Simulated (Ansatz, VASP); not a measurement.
**One calculation of HfN, two programs**

```
CELL_PARAMETERS angstrom
3.12771 0.00000 0.00000
-1.56385 2.70867 0.00000
0.00000 0.00000 5.22921
ATOMIC_POSITIONS crystal
Hf 0.66667 0.33333 0.75000
Hf 0.33333 0.66667 0.25000
N 0.00000 0.00000 0.00000
N 0.00000 0.00000 0.50000
```

Change from the starting cell: strain +0.000 along x and y, -0.030 along z, atoms carried along.

Alike in both runs: task single point; functional PBEsol; k mesh 18 × 18 × 10; occupations gaussian, width 0.15 eV; no spin polarisation.

```csv
,VASP,Ansatz
version,VASP 6.6.1,Ansatz 0.2.0
potentials or method,"VASP PAW PBE potentials, release 64 (Hf_pv, N), cutoff 520 eV","scalar-relativistic, plane waves, PAW"
valence electrons in the cell,30,62
```

VASP gave:

- gap on the k mesh at the Fermi level (eV): none
- pressure (GPa): 7.1
- traceless stress, the component that is largest in VASP (GPa): 9.75

Question: Estimate Ansatz's values.

Answer: gap on the k mesh at the Fermi level (eV): none; pressure (GPa): 9.2; traceless stress, the component that is largest in VASP (GPa): 9.54.

VASP's potentials were made for PBE, not for PBEsol. A gap of «none» marks a metal or a gap that the smearing closes. VASP's potentials hold 30 valence electrons a cell and Ansatz's 62, so a difference there can come from the potentials and not from the codes.

Neither program's run includes spin-orbit coupling.
